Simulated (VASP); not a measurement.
## MgO2: single point with PBEsol

Crystal: MgO2.

```
Mg O
1.0
     1.60476    0.92651    3.49398
    -1.60476    0.92651    3.49398
     0.00000   -1.85302    3.49398
Mg O
1 2
Direct
  0.00000 0.00000 0.00000
  0.43356 0.43356 0.43356
  0.56644 0.56644 0.56644
```

This cell differs from its parent crystal: atoms displaced along a vibrational mode.

```yaml
Program: VASP 6.6.1
Task: single point
Functional: PBEsol
Potentials_or_basis: VASP PAW PBE potentials, release 64 (Mg_sv, O)
Cutoff: 840 eV
k_mesh: 12 × 12 × 12
Occupations: gaussian, width 0.05 eV
Spin: no spin polarisation
Dipole_correction: no
Further_INCAR_settings: ALGO = Normal; EDIFF = 1e-06; NBANDS = 18
```

```yaml
Pressure: -0.3 GPa
Largest_force: 2.986 eV/Å
Band_gap_on_the_k_mesh: 2.89 eV
```

Forces in eV/Å, atoms in the order of the input:
```
Mg   0.000  0.000  0.000
O    0.000  0.000 -2.986
O    0.000  0.000  2.986
```

Stress tensor (GPa, compression positive):
```
-6.75  0.00  0.00
 0.00 -6.75  0.00
 0.00  0.00 12.62
```

Levels at points of the mesh, in eV from the valence-band top:
| k point | band 8 | band 9 | band 10 | band 11 | band 12 | band 13 | band 14 | band 15 |
| --- | --- | --- | --- | --- | --- | --- | --- | --- |
| (0.00, 0.00, 0.00) | -4.27 | -4.27 | -0.73 | -0.73 | 3.98 | 6.11 | 11.75 | 12.40 |
| (0.50, 0.00, 0.00) | -6.82 | -4.62 | -1.24 | -1.18 | 5.22 | 7.88 | 9.37 | 12.20 |
| (0.50, 0.50, 0.00) | -6.25 | -5.14 | -2.27 | -0.16 | 4.44 | 7.11 | 10.44 | 11.39 |
| (0.50, 0.50, 0.50) | -4.68 | -4.68 | 0.00 | 0.00 | 2.89 | 4.25 | 9.19 | 13.52 |

It took 3.6 min on 1 thread of Intel(R) Xeon(R) Platinum 8559C (Emerald Rapids), on a shared host, peak memory 0.37 GiB.

Caveat: the cell differs from its parent crystal (atoms displaced along a vibrational mode); the stress differs along the axes, from -7 to 13 GPa; the PAW data sets were made with another functional, which shifts forces and pressure a little. A k mesh can miss the band edges.
